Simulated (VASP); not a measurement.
# KBr (F-43m) in VASP: settings compared

The runs below take KBr through single point, with PBE, r2SCAN, HSE06.

Program: VASP 6.6.1. These are calculated values, not measurements. Logs are shortened: lines on timing, memory, paths and dates and some standing lists are left out, and cuts for length are marked.

## 1. The cell of the first run

Symmetry: F-43m, No. 216, cubic system. The conventional cell has a = 7.377 Å, b = 7.377 Å, c = 7.377 Å, α = 90.00°, β = 90.00°, γ = 90.00°. K (site symmetry -43m) has 4 Br at 3.19 Å within 4.2 Å. Within 4.2 Å of Br (site symmetry -43m) lie 4 K at 3.19 Å.

## 2. Single point, PBE

INCAR reads:

```
PREC     = Accurate       # precision mode
ENCUT    = 520            # plane-wave cutoff, eV
EDIFF    = 1E-6           # SCF threshold, eV
ISMEAR   = 0              # smearing method
SIGMA    = 0.01           # smearing width, eV
LREAL    = F              # projectors in reciprocal space
LASPH    = T              # aspherical terms in the spheres
NELM     = 60             # most SCF steps
ALGO     = Normal         # electronic algorithm
ISIF     = 2              # what is computed and relaxed
LWAVE    = F              # write WAVECAR
LCHARG   = F              # write CHGCAR
GGA      = PE             # functional
NBANDS   = 15             # bands
```

KPOINTS reads:

```
Automatic mesh
0
Gamma
  6 6 6
```

POSCAR reads:

```
KBr
1.0
    0.0000000000      3.6882992699      3.6882992699
    3.6882992699      0.0000000000      3.6882992699
    3.6882992699      3.6882992699      0.0000000000
K Br
1 1
Direct
    0.0000000000      0.0000000000      0.0000000000
    0.2500000000      0.2500000000      0.2500000000
```

Potentials or basis: VASP PAW PBE potentials, release 64 (K_sv, Br).

Run with:

```
$ cat potpaw_PBE.64/K_sv/POTCAR potpaw_PBE.64/Br/POTCAR > POTCAR
$ mpirun -np 1 vasp_std > vasp.out
```

OUTCAR:

```text
PREC = Accurate
   ENCUT = 520
   EDIFF = 1E-6
   ISMEAR = 0
   LREAL = F
   LASPH = T
   NELM = 60
   ISIF = 2
   GGA = PE

 ion  position               nearest neighbor table
   1  0.000  0.000  0.000-   2 3.19   2 3.19   2 3.19   2 3.19
   2  0.250  0.250  0.250-   1 3.19   1 3.19   1 3.19   1 3.19

  LATTYP: Found a face centered cubic cell.
 ALAT       =     7.3765985398

  Lattice vectors:

 A1 = (   0.0000000000,   3.6882992699,   3.6882992699)
 A2 = (   3.6882992699,   0.0000000000,   3.6882992699)
 A3 = (   3.6882992699,   3.6882992699,   0.0000000000)

Analysis of symmetry for initial positions (statically):
=====================================================================
 Subroutine PRICEL returns:
 Original cell was already a primitive cell.

 Routine SETGRP: Setting up the symmetry group for a
 face centered cubic supercell.

 Subroutine GETGRP returns: Found 24 space group operations
 (whereof 24 operations were pure point group operations)
 out of a pool of 48 trial point group operations.

The static configuration has the point symmetry T_d .

Analysis of symmetry for dynamics (positions and initial velocities):
=====================================================================
 Subroutine PRICEL returns:
 Original cell was already a primitive cell.

 Routine SETGRP: Setting up the symmetry group for a
 face centered cubic supercell.

 Subroutine GETGRP returns: Found 24 space group operations
 (whereof 24 operations were pure point group operations)
 out of a pool of 48 trial point group operations.

The dynamic configuration has the point symmetry T_d .

 Subroutine INISYM returns: Found 24 space group operations
 (whereof 24 operations are pure point group operations),
 and found     1 'primitive' translations

----------------------------------------------------------------------------------------

                                     Primitive cell

  volume of cell :     100.3479

  direct lattice vectors                    reciprocal lattice vectors
     0.000000000  3.688299270  3.688299270    -0.135563837  0.135563837  0.135563837
     3.688299270  0.000000000  3.688299270     0.135563837 -0.135563837  0.135563837
     3.688299270  3.688299270  0.000000000     0.135563837  0.135563837 -0.135563837

  length of vectors
     5.216042850  5.216042850  5.216042850     0.234803453  0.234803453  0.234803453

  position of ions in fractional coordinates (direct lattice)
     0.000000000  0.000000000  0.000000000
     0.250000000  0.250000000  0.250000000

  ion indices of the primitive-cell ions
   primitive index   ion index
                 1           1
                 2           2

----------------------------------------------------------------------------------------

 KPOINTS: Automatic mesh

Automatic generation of k-mesh.
 Grid dimensions read from file:
 generate k-points for:    6    6    6

 Generating k-lattice:

  Cartesian coordinates                     Fractional coordinates (reciprocal lattice)
    -0.022593973  0.022593973  0.022593973     0.166666667  0.000000000  0.000000000
     0.022593973 -0.022593973  0.022593973     0.000000000  0.166666667  0.000000000
     0.022593973  0.022593973 -0.022593973     0.000000000  0.000000000  0.166666667

  Length of vectors
     0.039133909  0.039133909  0.039133909

  Shift w.r.t. Gamma in fractional coordinates (k-lattice)
     0.000000000  0.000000000  0.000000000

 Subroutine IBZKPT returns following result:
 ===========================================

 Found     16 irreducible k-points:

 Following reciprocal coordinates:
            Coordinates               Weight
  0.000000  0.000000  0.000000      1.000000
  0.166667  0.000000  0.000000      8.000000
  0.333333  0.000000  0.000000      8.000000
  0.500000  0.000000  0.000000      4.000000
  0.166667  0.166667  0.000000      6.000000
  0.333333  0.166667  0.000000     24.000000
[... 8 lines left out ...]
 -0.333333  0.333333  0.166667     24.000000
 -0.333333  0.500000  0.166667     12.000000
   k-points           NKPTS =     16   k-points in BZ     NKDIM =     16   number of bands    NBANDS=     15
   number of dos      NEDOS =    301   number of ions     NIONS =      2
   total plane-waves  NPLWV =  64000
   dimension x,y,z NGX =    40 NGY =   40 NGZ =   40
   dimension x,y,z NGXF=    80 NGYF=   80 NGZF=   80
   ions per type =               1   1
   NGX,Y,Z   is equivalent  to a cutoff of  12.75, 12.75, 12.75 a.u.
   NGXF,Y,Z  is equivalent  to a cutoff of  25.50, 25.50, 25.50 a.u.
 SYSTEM =  unknown system
   PREC   = accura    normal or accurate (medium, high low for compatibility)
   ISTART =      0    job   : 0-new  1-cont  2-samecut
   ICHARG =      2    charge: 1-file 2-atom 10-const
   ISPIN  =      1    spin polarized calculation?
   LNONCOLLINEAR =      F non collinear calculations
   LSORBIT =      F    spin-orbit coupling
   LASPH  =      T    aspherical Exc in radial PAW
   ENCUT  =  520.0 eV  38.22 Ry    6.18 a.u.   9.70  9.70  9.70*2*pi/ulx,y,z
   NELM   =     60;   NELMIN=  2; NELMDL= -5     # of ELM steps
   EDIFF  = 0.1E-05   stopping-criterion for ELM
   LREAL  =      F    real-space projection
   EDIFFG = 0.1E-04   stopping-criterion for IOM
   NSW    =      0    number of steps for IOM
   IBRION =     -1    ionic relax: 0-MD 1-quasi-New 2-CG
   NFREE  =      0    steps in history (QN), initial steepest desc. (CG)
   ISIF   =      2    stress and relaxation
   ISYM   =      2    0-nonsym 1-usesym 2-fastsym
   POTIM  = 0.5000    time-step for ionic-motion
   TEBEG  =    0.0;   TEEND  =   0.0 temperature during run
   PSTRESS=    0.0 pullay stress
   NELECT =      16.0000    total number of electrons
   NUPDOWN=      -1.0000    fix difference up-down
   EMIN   =  10.00;   EMAX   =-10.00  energy-range for DOS
   EFERMI =   0.00;   METHOD = LEGACY
   ISMEAR =     0;   SIGMA  =   0.01  broadening in eV -4-tet -1-fermi 0-gaus
   EFERMI_NEDOS =   21; number of points for ismear=-14 and -15
   IALGO  =     38    algorithm
   IMIX   =      4    mixing-type and parameters
     AMIX     =   0.40;   BMIX     =  1.00
     AMIX_MAG =   1.60;   BMIX_MAG =  1.00
  volume/ion in A,a.u.               =      50.17       338.59
  Fermi-wavevector in a.u.,A,eV,Ry     =   0.887725  1.677558 10.722159  0.788056
  Thomas-Fermi vector in A             =   2.009062
   LORBIT       =      0    0 simple, 1 ext, 2 COOP (PROOUT), +10 PAW based schemes
   GGA     = PE    functional components
   LHFCALC =     F    Hartree Fock is set to
   AEXX    =    0.0000 exact exchange contribution
   IVDW    =     0    specifies the selected vdW correction
   LEPSILON=     F    determine dielectric tensor
   LRPA    =     F    only Hartree local field effects (RPA)
 non-spin polarized calculation
 Gauss-broadening in eV      SIGMA  =   0.01
  energy-cutoff  :      520.00
  volume of cell :      100.35
 maximum number of plane-waves:      2733
   NGX = 19   NGY = 19   NGZ = 19

 number of electron      15.9999997 magnetization

 Free energy of the ion-electron system (eV)
  ---------------------------------------------------
  ext. energy  EPLUGINS =         0.00000000
  ---------------------------------------------------
  free energy    TOTEN  =        -6.03483088 eV

  energy without entropy =       -6.03483088  energy(sigma->0) =       -6.03483088

 E-fermi :  -3.0397     XC(G=0):  -5.9443

 val. band max:       -3.1319912594   @ k =  -0.3333   0.1667   0.0000
 cond. band min:       1.1492194886   @ k =   0.0000   0.0000   0.0000
 fundamental gap:      4.2812107480
 Fermi energy:        -3.0396971291

 k-point     1 :       0.0000    0.0000    0.0000
  band No.  band energies     occupation
      1     -30.9184      2.00000
      2     -15.0065      2.00000
      3     -14.4160      2.00000
      4     -14.4160      2.00000
      5     -14.4160      2.00000
      6      -3.1472      2.00000
      7      -3.1472      2.00000
      8      -3.1472      2.00000
      9       1.1492      0.00000
     10       5.4848      0.00000
     11       5.4848      0.00000
     12       6.4739      0.00000
     13       6.4739      0.00000
     14       6.4739      0.00000
     15       7.1898      0.00000

 k-point     2 :       0.1667    0.0000    0.0000
  band No.  band energies     occupation
      1     -30.9180      2.00000
      2     -15.0671      2.00000
      3     -14.4175      2.00000
      4     -14.4175      2.00000
      5     -14.3490      2.00000
      6      -3.2635      2.00000
      7      -3.1434      2.00000
      8      -3.1434      2.00000
      9       1.5786      0.00000
     10       5.2352      0.00000
     11       5.2352      0.00000
     12       6.1044      0.00000
     13       6.4788      0.00000
     14       6.9287      0.00000
     15       6.9287      0.00000

 k-point     3 :       0.3333    0.0000    0.0000
  band No.  band energies     occupation
      1     -30.9173      2.00000
      2     -15.1621      2.00000
      3     -14.4207      2.00000
      4     -14.4207      2.00000
      5     -14.2418      2.00000
      6      -3.4494      2.00000
      7      -3.1364      2.00000
      8      -3.1364      2.00000
      9       2.5425      0.00000
     10       4.8130      0.00000
     11       5.0730      0.00000
     12       5.0730      0.00000
     13       6.4746      0.00000
     14       6.6708      0.00000
     15       6.6708      0.00000
[... 199 lines left out ...]
 k-point    15 :      -0.3333    0.3333    0.1667
  band No.  band energies     occupation
      1     -30.9166      2.00000
      2     -15.2345      2.00000
      3     -14.4370      2.00000
      4     -14.4280      2.00000
      5     -14.1402      2.00000
      6      -3.4187      2.00000
      7      -3.3009      2.00000
      8      -3.1459      2.00000
      9       3.3291      0.00000
     10       4.0237      0.00000
     11       4.9993      0.00000
     12       5.5888      0.00000
     13       6.4417      0.00000
     14       6.8078      0.00000
     15       7.1541      0.00000

 k-point    16 :      -0.3333    0.5000    0.1667
  band No.  band energies     occupation
      1     -30.9165      2.00000
      2     -15.2457      2.00000
      3     -14.4361      2.00000
      4     -14.4315      2.00000
      5     -14.1255      2.00000
      6      -3.4700      2.00000
      7      -3.2552      2.00000
      8      -3.1556      2.00000
      9       3.1250      0.00000
     10       4.0585      0.00000
     11       5.7159      0.00000
     12       5.8087      0.00000
     13       6.1875      0.00000
     14       6.4970      0.00000
     15       7.0931      0.00000

------------------------ aborting loop because EDIFF is reached ----------------------------------------

  FORCE on cell =-STRESS in cart. coord.  units (eV):
  Direction    XX          YY          ZZ          XY          YZ          ZX
  --------------------------------------------------------------------------------------
  -------------------------------------------------------------------------------------
  Total        0.1743318      0.1743318      0.1743318      0.0000000     -0.0000000     -0.0000000
  in kB        2.7834203      2.7834203      2.7834203      0.0000000     -0.0000000     -0.0000000
  external PRESSURE =       2.7834203 kB  Pullay stress =       0.0000000 kB

 VOLUME and BASIS-vectors are now :
 -----------------------------------------------------------------------------
  energy-cutoff  :      520.00
  volume of cell :      100.35
      direct lattice vectors                 reciprocal lattice vectors
     0.000000000  3.688299270  3.688299270    -0.135563837  0.135563837  0.135563837
     3.688299270  0.000000000  3.688299270     0.135563837 -0.135563837  0.135563837
     3.688299270  3.688299270  0.000000000     0.135563837  0.135563837 -0.135563837

 POSITION                                       TOTAL-FORCE (eV/Angst)
 -----------------------------------------------------------------------------------
      0.00000      0.00000      0.00000         0.000000      0.000000      0.000000
      1.84415      1.84415      1.84415        -0.000000     -0.000000     -0.000000
 -----------------------------------------------------------------------------------
    total drift:                               -0.000000     -0.000000     -0.000000

  FREE ENERGIE OF THE ION-ELECTRON SYSTEM (eV)
  ---------------------------------------------------
  free  energy   TOTEN  =        -6.0348308770 eV

  energy  without entropy=       -6.0348308770  energy(sigma->0) =       -6.03483088
```

It took 35 s on 1 thread of AMD EPYC 9755, shared host; peak memory 0.2 GiB.

What came out:

```
Free energy            : -6.0348 eV
Pressure               : 0.3 GPa
Band gap on the k mesh : 4.28 eV, indirect (least direct gap 4.30 eV)
```

A k mesh can miss the band edges.

## 3. Single point, r2SCAN

POSCAR is that of step 2.

INCAR.step1 reads:

```
PREC = Accurate
ENCUT = 520
ISMEAR = 0
SIGMA = 0.01
LREAL = False
LASPH = True
NELM = 80
NBANDS = 15
GGA = PE
ALGO = Normal
EDIFF = 1E-4
LWAVE = True
LCHARG = False
```

INCAR.step2 reads:

```
PREC = Accurate
ENCUT = 520
EDIFF = 1E-6
ISMEAR = 0
SIGMA = 0.01
LREAL = False
LASPH = True
NELM = 80
ALGO = Normal
ISIF = 2
LWAVE = False
LCHARG = False
METAGGA = R2SCAN
LMIXTAU = True
NBANDS = 15
ISTART = 1
```

KPOINTS reads:

```
regular mesh
0
Gamma
  6 6 6
```

Potentials or basis: VASP PAW PBE potentials, release 64 (K_sv, Br).

Run with:

```
$ cat potpaw_PBE.64/K_sv/POTCAR potpaw_PBE.64/Br/POTCAR > POTCAR
$ cp INCAR.step1 INCAR
$ mpirun -np 1 vasp_std > vasp.out
$ cp INCAR.step2 INCAR
$ mpirun -np 1 vasp_std > vasp.out
```

It took 2.1 min on 1 thread of AMD EPYC 9755, shared host; peak memory 0.22 GiB.

It converged, with:

```yaml
Free_energy: -22.9674 eV
Pressure: 0.0 GPa
Band_gap_on_the_k_mesh: 4.84 eV, indirect (least direct gap 4.86 eV)
```

Levels at points of the mesh, in eV from the valence-band top:
```tsv
k point	band 4	band 5	band 6	band 7	band 8	band 9	band 10	band 11	band 12	band 13
(0.00, 0.00, 0.00)	-11.64	-11.64	-0.01	-0.01	-0.01	4.84	9.36	9.36	10.34	10.34
(0.50, 0.00, 0.00)	-11.64	-11.42	-0.38	0.00	0.00	7.18	7.48	8.89	8.89	10.40
(0.50, 0.50, 0.00)	-11.65	-11.35	-0.42	-0.02	-0.02	6.52	7.77	9.88	10.25	10.25
```

Caveat: the PAW data sets were made with another functional, which shifts forces and pressure a little. r2SCAN opens gaps a little over a GGA but as a rule still falls short of measured ones.

## 4. Single point, HSE06

POSCAR is that of step 3.

INCAR.step1 reads:

```
PREC = Accurate
ENCUT = 520
EDIFF = 1E-5
ISMEAR = 0
SIGMA = 0.01
LREAL = F
LASPH = T
NELM = 60
ALGO = Normal
ISIF = 2
LWAVE = T
LCHARG = F
GGA = PE
NBANDS = 15
```

INCAR.step2 reads:

```
PREC = Accurate
ENCUT = 520
EDIFF = 1E-6
ISMEAR = 0
SIGMA = 0.01
LREAL = F
LASPH = T
NELM = 60
ALGO = Normal
ISIF = 2
LWAVE = F
LCHARG = F
GGA = PE
LHFCALC = T
HFSCREEN = 0.2079
PRECFOCK = Normal
ISTART = 1
NBANDS = 15
```

KPOINTS reads:

```
regular mesh
0
Gamma
  4 4 4
```

Run with:

```
$ cat potpaw_PBE.64/K_sv/POTCAR potpaw_PBE.64/Br/POTCAR > POTCAR
$ cp INCAR.step1 INCAR
$ mpirun -np 1 vasp_std > vasp.out
$ cp INCAR.step2 INCAR
$ mpirun -np 1 vasp_std > vasp.out
```

Wall time 17 min (1 thread of AMD EPYC 9755, shared host); peak memory 0.32 GiB.

The run converged. Its results:

* Free energy: -6.9720 eV
* Pressure: 0.2 GPa
* Band gap on the k mesh: 5.39 eV, indirect (least direct gap 5.40 eV)

Levels at points of the mesh, in eV from the valence-band top:
```
           k point  band 4  band 5  band 6  band 7  band 8  band 9  band 10  band 11  band 12  band 13
(0.00, 0.00, 0.00)  -12.11  -12.11   -0.01   -0.01   -0.01    5.39    10.07    10.07    10.96    10.96
(0.50, 0.00, 0.00)  -12.12  -11.89   -0.40    0.00    0.00    7.69     8.15     9.52     9.52    11.16
(0.50, 0.50, 0.00)  -12.13  -11.82   -0.44   -0.02   -0.02    7.19     8.38    10.27    10.94    10.94
```

Caveat: the PAW data sets were made with another functional, which shifts forces and pressure a little.

## 5. Overview

```tsv
level	k mesh	grid for exact exchange (PRECFOCK)	screening parameter	gap on the mesh (eV)	pressure (GPa)
PBE	6 × 6 × 6	-	-	4.28	0.3
r2SCAN	6 × 6 × 6	-	-	4.84	0.0
HSE06	4 × 4 × 4	Normal	0.2079 1/Å	5.39	0.2
```

Alike in all rows: task single point; potentials or basis VASP PAW PBE potentials, release 64 (K_sv, Br); no spin polarisation; cell as given; cutoff (eV) 520; smearing gaussian 0.01 eV.

On the cell as given the gap runs from 4.28 eV (PBE) to 5.39 eV (HSE06); the meshes differ, which moves gaps too.

Caveats: the PAW data sets were made with another functional, which shifts forces and pressure a little (some runs).

Total energies depend on the potentials used, so only differences within one code and one set of settings carry meaning.
